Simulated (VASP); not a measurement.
# NaH (I4/mmm) in VASP: further runs

Runs on NaH. Level: LDA. Tasks: single point.

Program: VASP 6.6.1. These are calculated values, not measurements. Logs are shortened: lines on timing, memory, paths and dates and some standing lists are left out, and cuts for length are marked.

### 1 The cell of the first run

The structure is tetragonal, space group I4/mmm (No. 139). The conventional cell has a = 3.347 Å, b = 3.347 Å, c = 4.807 Å, α = 90.00°, β = 90.00°, γ = 90.00°. Na (site symmetry 4/mmm) has 6 H at 2.37 to 2.40 Å within 3.1 Å. Within 3.1 Å of H (site symmetry 4/mmm) lie 6 Na at 2.37 to 2.40 Å.

### 2 Single point, LDA (strain -0.030 along x and y, -0.015 along z)

Input file INCAR:

```
PREC = Accurate ; ENCUT = 520
EDIFF = 1E-6 ; ISMEAR = 0
SIGMA = 0.05 ; LREAL = False
LASPH = True ; NELM = 100
ALGO = Normal ; ISIF = 2
LWAVE = False ; LCHARG = False
GGA = CA ; NBANDS = 11
```

Input file KPOINTS:

```
regular mesh
0
Gamma
  8 8 8
```

Input file POSCAR:

```
NaH
1.0
    0.0000000000      2.3668000000      2.4034000000
    2.3668000000      0.0000000000      2.4034000000
    2.3668000000      2.3668000000      0.0000000000
Na H
1 1
Direct
    0.0000000000      0.0000000000      0.0000000000
    0.5000000000      0.5000000000      0.5000000000
```

Potentials or basis: VASP PAW LDA potentials, release 64 (Na_pv, H).

The run is started by

```console
> cat potpaw_LDA.64/Na_pv/POTCAR potpaw_LDA.64/H/POTCAR > POTCAR
> mpirun -np 1 vasp_std > vasp.out
```

OUTCAR:

```text
PREC = Accurate
   ENCUT = 520
   EDIFF = 1E-6
   ISMEAR = 0
   LREAL = False
   LASPH = True
   NELM = 100
   ISIF = 2
   GGA = CA

 ion  position               nearest neighbor table
   1  0.000  0.000  0.000-
   2  0.500  0.500  0.500-

  LATTYP: Found a body centered tetragonal cell.
 ALAT       =     3.3471606594
 C/A-ratio  =     1.4360828443

  Lattice vectors:

 A1 = (  -2.3668000000,   0.0000000000,   2.4034000000)
 A2 = (   2.3668000000,   0.0000000000,   2.4034000000)
 A3 = (   0.0000000000,   2.3668000000,  -2.4034000000)

Analysis of symmetry for initial positions (statically):
=====================================================================
 Subroutine PRICEL returns:
 Original cell was already a primitive cell.

 Routine SETGRP: Setting up the symmetry group for a
 body centered tetragonal supercell.

 Subroutine GETGRP returns: Found 16 space group operations
 (whereof 16 operations were pure point group operations)
 out of a pool of 16 trial point group operations.

The static configuration has the point symmetry D_4h.

Analysis of symmetry for dynamics (positions and initial velocities):
=====================================================================
 Subroutine PRICEL returns:
 Original cell was already a primitive cell.

 Routine SETGRP: Setting up the symmetry group for a
 body centered tetragonal supercell.

 Subroutine GETGRP returns: Found 16 space group operations
 (whereof 16 operations were pure point group operations)
 out of a pool of 16 trial point group operations.

The dynamic configuration has the point symmetry D_4h.

 Subroutine INISYM returns: Found 16 space group operations
 (whereof 16 operations are pure point group operations),
 and found     1 'primitive' translations

----------------------------------------------------------------------------------------

                                     Primitive cell

  volume of cell :      26.9265

  direct lattice vectors                    reciprocal lattice vectors
     0.000000000  2.366800000  2.403400000    -0.211255704  0.211255704  0.208038612
     2.366800000  0.000000000  2.403400000     0.211255704 -0.211255704  0.208038612
     2.366800000  2.366800000  0.000000000     0.211255704  0.211255704 -0.208038612

  length of vectors
     3.373140050  3.373140050  3.347160659     0.364057700  0.364057700  0.364057700

  position of ions in fractional coordinates (direct lattice)
     0.000000000  0.000000000  0.000000000
     0.500000000  0.500000000  0.500000000

  ion indices of the primitive-cell ions
   primitive index   ion index
                 1           1
                 2           2

----------------------------------------------------------------------------------------

 KPOINTS: regular mesh

Automatic generation of k-mesh.
 Grid dimensions read from file:
 generate k-points for:    8    8    8

 Generating k-lattice:

  Cartesian coordinates                     Fractional coordinates (reciprocal lattice)
    -0.026406963  0.026406963  0.026004826     0.125000000  0.000000000  0.000000000
     0.026406963 -0.026406963  0.026004826     0.000000000  0.125000000  0.000000000
     0.026406963  0.026406963 -0.026004826    -0.000000000 -0.000000000  0.125000000

  Length of vectors
     0.045507213  0.045507213  0.045507213

  Shift w.r.t. Gamma in fractional coordinates (k-lattice)
     0.000000000  0.000000000  0.000000000

 Subroutine IBZKPT returns following result:
 ===========================================

 Found     59 irreducible k-points:

 Following reciprocal coordinates:
            Coordinates               Weight
  0.000000  0.000000  0.000000      1.000000
  0.125000  0.000000  0.000000      8.000000
  0.250000  0.000000  0.000000      8.000000
  0.375000  0.000000  0.000000      8.000000
  0.500000  0.000000  0.000000      4.000000
  0.125000  0.125000  0.000000      2.000000
[... 16 lines left out ...]
  0.250000  0.000000  0.125000     16.000000
  0.375000  0.000000  0.125000     16.000000
 [... further k-points ...]
   k-points           NKPTS =     59   k-points in BZ     NKDIM =     59   number of bands    NBANDS=     11
   number of dos      NEDOS =    301   number of ions     NIONS =      2
   total plane-waves  NPLWV =  21952
   dimension x,y,z NGX =    28 NGY =   28 NGZ =   28
   dimension x,y,z NGXF=    56 NGYF=   56 NGZF=   56
   ions per type =               1   1
   NGX,Y,Z   is equivalent  to a cutoff of  13.80, 13.80, 13.91 a.u.
   NGXF,Y,Z  is equivalent  to a cutoff of  27.60, 27.60, 27.81 a.u.
 SYSTEM =  unknown system
   PREC   = accura    normal or accurate (medium, high low for compatibility)
   ISTART =      0    job   : 0-new  1-cont  2-samecut
   ICHARG =      2    charge: 1-file 2-atom 10-const
   ISPIN  =      1    spin polarized calculation?
   LNONCOLLINEAR =      F non collinear calculations
   LSORBIT =      F    spin-orbit coupling
   LASPH  =      T    aspherical Exc in radial PAW
   ENCUT  =  520.0 eV  38.22 Ry    6.18 a.u.   6.27  6.27  6.22*2*pi/ulx,y,z
   NELM   =    100;   NELMIN=  2; NELMDL= -5     # of ELM steps
   EDIFF  = 0.1E-05   stopping-criterion for ELM
   LREAL  =      F    real-space projection
   EDIFFG = 0.1E-04   stopping-criterion for IOM
   NSW    =      0    number of steps for IOM
   IBRION =     -1    ionic relax: 0-MD 1-quasi-New 2-CG
   NFREE  =      0    steps in history (QN), initial steepest desc. (CG)
   ISIF   =      2    stress and relaxation
   ISYM   =      2    0-nonsym 1-usesym 2-fastsym
   POTIM  = 0.5000    time-step for ionic-motion
   TEBEG  =    0.0;   TEEND  =   0.0 temperature during run
   PSTRESS=    0.0 pullay stress
   NELECT =       8.0000    total number of electrons
   NUPDOWN=      -1.0000    fix difference up-down
   EMIN   =  10.00;   EMAX   =-10.00  energy-range for DOS
   EFERMI =   0.00;   METHOD = LEGACY
   ISMEAR =     0;   SIGMA  =   0.05  broadening in eV -4-tet -1-fermi 0-gaus
   EFERMI_NEDOS =   21; number of points for ismear=-14 and -15
   IALGO  =     38    algorithm
   IMIX   =      4    mixing-type and parameters
     AMIX     =   0.40;   BMIX     =  1.00
     AMIX_MAG =   1.60;   BMIX_MAG =  1.00
  volume/ion in A,a.u.               =      13.46        90.85
  Fermi-wavevector in a.u.,A,eV,Ry     =   1.092392  2.064321 16.236102  1.193320
  Thomas-Fermi vector in A             =   2.228656
   LORBIT       =      0    0 simple, 1 ext, 2 COOP (PROOUT), +10 PAW based schemes
   GGA     = CA    functional components
   LHFCALC =     F    Hartree Fock is set to
   AEXX    =    0.0000 exact exchange contribution
   IVDW    =     0    specifies the selected vdW correction
   LEPSILON=     F    determine dielectric tensor
   LRPA    =     F    only Hartree local field effects (RPA)
 non-spin polarized calculation
 Gauss-broadening in eV      SIGMA  =   0.05
  energy-cutoff  :      520.00
  volume of cell :       26.93
 maximum number of plane-waves:       740
 NGX is ok and might be reduce to    28
   NGX = 13   NGY = 13   NGZ = 13

 number of electron       8.0000003 magnetization

 Free energy of the ion-electron system (eV)
  ---------------------------------------------------
  ext. energy  EPLUGINS =         0.00000000
  ---------------------------------------------------
  free energy    TOTEN  =        -5.40415135 eV

  energy without entropy =       -5.40415135  energy(sigma->0) =       -5.40415135

 E-fermi :  -0.8337     XC(G=0):  -8.4007

 val. band max:       -1.0496321390   @ k =  -0.2500   0.2500   0.5000
 cond. band min:       2.4159346627   @ k =   0.5000   0.0000   0.0000
 fundamental gap:      3.4655668017
 Fermi energy:        -0.8337186751

 k-point     1 :       0.0000    0.0000    0.0000
  band No.  band energies     occupation
      1     -23.1634      2.00000
      2     -23.1586      2.00000
      3     -23.1586      2.00000
      4      -4.9891      2.00000
      5       9.7361      0.00000
      6      14.4085      0.00000
      7      14.4939      0.00000
      8      14.4939      0.00000
      9      15.5675      0.00000
     10      15.5811      0.00000
     11      15.5811      0.00000

 k-point     2 :       0.1250    0.0000    0.0000
  band No.  band energies     occupation
      1     -23.1776      2.00000
      2     -23.1637      2.00000
      3     -23.1605      2.00000
      4      -4.7045      2.00000
      5       8.7311      0.00000
      6      11.9070      0.00000
      7      13.6659      0.00000
      8      13.7681      0.00000
      9      16.4656      0.00000
     10      16.5043      0.00000
     11      16.7078      0.00000

 k-point     3 :       0.2500    0.0000    0.0000
  band No.  band energies     occupation
      1     -23.2183      2.00000
      2     -23.1692      2.00000
      3     -23.1649      2.00000
      4      -3.8932      2.00000
      5       6.1580      0.00000
      6      10.5384      0.00000
      7      12.8450      0.00000
      8      13.0111      0.00000
      9      16.2699      0.00000
     10      16.5587      0.00000
     11      17.9325      0.00000

 k-point     4 :       0.3750    0.0000    0.0000
  band No.  band energies     occupation
      1     -23.2585      2.00000
      2     -23.1745      2.00000
      3     -23.1693      2.00000
      4      -2.7409      2.00000
      5       3.6330      0.00000
      6       9.9902      0.00000
      7      12.3400      0.00000
      8      12.5575      0.00000
      9      15.5038      0.00000
     10      15.7937      0.00000
     11      18.1685      0.00000
[... 239 lines left out ...]
 k-point    22 :       0.1250    0.0000    0.1250
  band No.  band energies     occupation
      1     -23.1754      2.00000
      2     -23.1689      2.00000
      3     -23.1647      2.00000
      4      -4.6079      2.00000
      5       8.6526      0.00000
      6      12.3986      0.00000
      7      12.4633      0.00000
      8      12.5039      0.00000
      9      16.0729      0.00000
     10      17.7807      0.00000
     11      18.3259      0.00000

 k-point    23 :       0.2500    0.0000    0.1250
  band No.  band energies     occupation
      1     -23.2064      2.00000
      2     -23.1738      2.00000
      3     -23.1692      2.00000
      4      -3.9744      2.00000
      5       6.9583      0.00000
      6       9.9562      0.00000
      7      11.6831      0.00000
      8      13.6872      0.00000
      9      15.0325      0.00000
     10      17.3812      0.00000
     11      18.7873      0.00000

 k-point    24 :       0.3750    0.0000    0.1250
  band No.  band energies     occupation
      1     -23.2448      2.00000
      2     -23.1793      2.00000
      3     -23.1749      2.00000
      4      -2.9286      2.00000
      5       4.5395      0.00000
      6       8.8210      0.00000
      7      11.3305      0.00000
      8      13.4275      0.00000
      9      15.1052      0.00000
     10      17.5583      0.00000
     11      18.2715      0.00000

 [... further k-points ...]
[... 5 lines left out ...]
  --------------------------------------------------------------------------------------
  -------------------------------------------------------------------------------------
  Total       -0.1622665     -0.1622665     -0.2509009      0.0000000      0.0000000     -0.0000000
  in kB       -9.6551768     -9.6551768    -14.9290980      0.0000000      0.0000000     -0.0000000
  external PRESSURE =     -11.4131505 kB  Pullay stress =       0.0000000 kB

 VOLUME and BASIS-vectors are now :
 -----------------------------------------------------------------------------
  energy-cutoff  :      520.00
  volume of cell :       26.93
      direct lattice vectors                 reciprocal lattice vectors
     0.000000000  2.366800000  2.403400000    -0.211255704  0.211255704  0.208038612
     2.366800000  0.000000000  2.403400000     0.211255704 -0.211255704  0.208038612
     2.366800000  2.366800000  0.000000000     0.211255704  0.211255704 -0.208038612

 POSITION                                       TOTAL-FORCE (eV/Angst)
 -----------------------------------------------------------------------------------
      0.00000      0.00000      0.00000         0.000000     -0.000000     -0.000000
      2.36680      2.36680      2.40340        -0.000000      0.000000      0.000000
 -----------------------------------------------------------------------------------
    total drift:                               -0.000000     -0.000000      0.000000

  FREE ENERGIE OF THE ION-ELECTRON SYSTEM (eV)
  ---------------------------------------------------
  free  energy   TOTEN  =        -5.4041513531 eV

  energy  without entropy=       -5.4041513531  energy(sigma->0) =       -5.40415135
```

Run time: 9.1 s. Hardware: 1 thread of Intel Xeon 6975P-C (Granite Rapids), shared host; peak memory 0.14 GiB.

Results:

```yaml
Free_energy: -5.4042 eV
Pressure: -1.1 GPa
Band_gap_on_the_k_mesh: 3.47 eV, indirect (least direct gap 4.42 eV)
```

Caveat: the cell differs from its parent crystal (strain -0.030 along x and y, -0.015 along z). A k mesh can miss the band edges.

### 3 Single point, LDA (strain -0.015 along x and y, -0.030 along z)

Input file INCAR:

```
SYSTEM = NaH
PREC     = Accurate       ! precision mode
ENCUT    = 520            ! plane-wave cutoff, eV
EDIFF    = 1E-7           ! SCF threshold, eV
ISMEAR   = 0              ! smearing method
SIGMA    = 0.05           ! smearing width, eV
LREAL    = .FALSE.        ! projectors in reciprocal space
LASPH    = .TRUE.         ! aspherical terms in the spheres
NELM     = 100            ! most SCF steps
ALGO     = Normal         ! electronic algorithm
ISIF     = 2              ! what is computed and relaxed
LWAVE    = .FALSE.        ! write WAVECAR
LCHARG   = .TRUE.         ! write CHGCAR
GGA      = CA             ! functional
LELF     = .TRUE.         ! ELF
LVHAR    = .TRUE.       
NBANDS   = 11             ! bands
```

Input file KPOINTS:

```
regular mesh
0
G
  8 8 8
  0 0 0
```

Input file POSCAR:

```
NaH
1.0
    0.0000000000      2.4034000000      2.3668000000
    2.4034000000      0.0000000000      2.3668000000
    2.4034000000      2.4034000000      0.0000000000
Na H
1 1
Direct
    0.0000000000      0.0000000000      0.0000000000
    0.5000000000      0.5000000000      0.5000000000
```

Potentials or basis: VASP PAW LDA potentials, release 64 (Na_pv, H).

The run is started by

```console
> cat potpaw_LDA.64/Na_pv/POTCAR potpaw_LDA.64/H/POTCAR > POTCAR
> mpirun -np 1 vasp_std > vasp.out
```

Run time: 9 s. Hardware: 1 thread of Intel Xeon 6975P-C (Granite Rapids), shared host; peak memory 0.14 GiB.

Results (log left out):

- Free energy: -5.4009 eV
- Pressure: -1.5 GPa
- Band gap on the k mesh: 3.45 eV, indirect (least direct gap 4.39 eV)

Stress tensor (GPa, compression positive):
```
-1.64  0.00  0.00
 0.00 -1.64  0.00
 0.00  0.00 -1.14
```

Levels at points of the mesh, in eV from the valence-band top:
```csv
k point,band 1,band 2,band 3,band 4,band 5,band 6,band 7,band 8,band 9
"(0.00, 0.00, 0.00)",-22.13,-22.13,-22.12,-3.89,10.65,15.38,15.38,15.47,16.48
"(0.50, 0.00, 0.00)",-22.24,-22.14,-22.14,-0.94,3.45,10.78,13.14,13.37,16.11
"(0.50, 0.50, 0.00)",-22.22,-22.17,-22.17,-0.15,4.47,9.67,10.38,10.38,11.68
"(0.50, 0.00, 0.50)",-22.23,-22.16,-22.16,-0.23,4.29,9.83,10.56,10.59,11.75
```

Caveat: the cell differs from its parent crystal (strain -0.015 along x and y, -0.030 along z).

### 4 Single point, LDA (strain -0.030 along x and y, +0.030 along z)

Input file INCAR:

```
SYSTEM = NaH
PREC = Accurate
ENCUT = 520
EDIFF = 1E-7
ISMEAR = 0
SIGMA = 0.05
LREAL = .False.
LASPH = .True.
NELM = 60
ALGO = Normal
ISIF = 2
LWAVE = .False.
LCHARG = .False.
GGA = CA
NBANDS = 11
```

Input file KPOINTS:

```
Automatic mesh
0
Gamma
  8 8 8
  0 0 0
```

Input file POSCAR:

```
NaH
1.0
    0.0000000000      2.3668000000      2.5132000000
    2.3668000000      0.0000000000      2.5132000000
    2.3668000000      2.3668000000      0.0000000000
Na H
1 1
Direct
    0.0000000000      0.0000000000      0.0000000000
    0.5000000000      0.5000000000      0.5000000000
```

The run is started by

```console
> cat potpaw_LDA.64/Na_pv/POTCAR potpaw_LDA.64/H/POTCAR > POTCAR
> mpirun -np 1 vasp_std > vasp.out
```

Wall time 8.5 s (1 thread of Intel Xeon 6975P-C (Granite Rapids), shared host); peak memory 0.14 GiB.

It converged, with:

```
Free energy            : -5.3869 eV
Pressure               : -2.0 GPa
Band gap on the k mesh : 3.36 eV, indirect (least direct gap 4.28 eV)
```

Stress tensor (GPa, compression positive):
```
-1.42  0.00  0.00
 0.00 -1.42  0.00
 0.00  0.00 -3.02
```

Levels at points of the mesh, in eV from the valence-band top:
```tsv
k point	band 1	band 2	band 3	band 4	band 5	band 6	band 7	band 8	band 9
(0.00, 0.00, 0.00)	-22.24	-22.22	-22.22	-3.85	10.29	14.96	15.29	15.29	16.13
(0.50, 0.00, 0.00)	-22.32	-22.25	-22.22	-0.97	3.36	10.48	12.56	13.48	15.47
(0.50, 0.50, 0.00)	-22.32	-22.24	-22.24	-0.47	3.81	10.02	10.79	10.79	11.61
(0.50, 0.00, 0.50)	-22.31	-22.27	-22.26	-0.15	4.49	9.45	10.00	10.11	11.28
```

Caveat: the cell differs from its parent crystal (strain -0.030 along x and y, +0.030 along z). A k mesh can miss the band edges.

### 5 Summary

| cell | gap on the mesh (eV) | pressure (GPa) |
| --- | --- | --- |
| a = 3.373, b = 3.373, c = 3.347 Å, angles 60.3, 60.3, 59.5°, 2 atoms | 3.47 | -1.1 |
| a = 3.373, b = 3.373, c = 3.399 Å, angles 59.7, 59.7, 60.5°, 2 atoms | 3.45 | -1.5 |
| a = 3.452, b = 3.452, c = 3.347 Å, angles 61.0, 61.0, 58.0°, 2 atoms | 3.36 | -2.0 |

Alike in all rows: task single point; level LDA; potentials or basis VASP PAW LDA potentials, release 64 (Na_pv, H); no spin polarisation; k mesh 8 × 8 × 8; cutoff (eV) 520; smearing gaussian 0.05 eV.

Absolute energies hang on the potentials; compare differences alone.
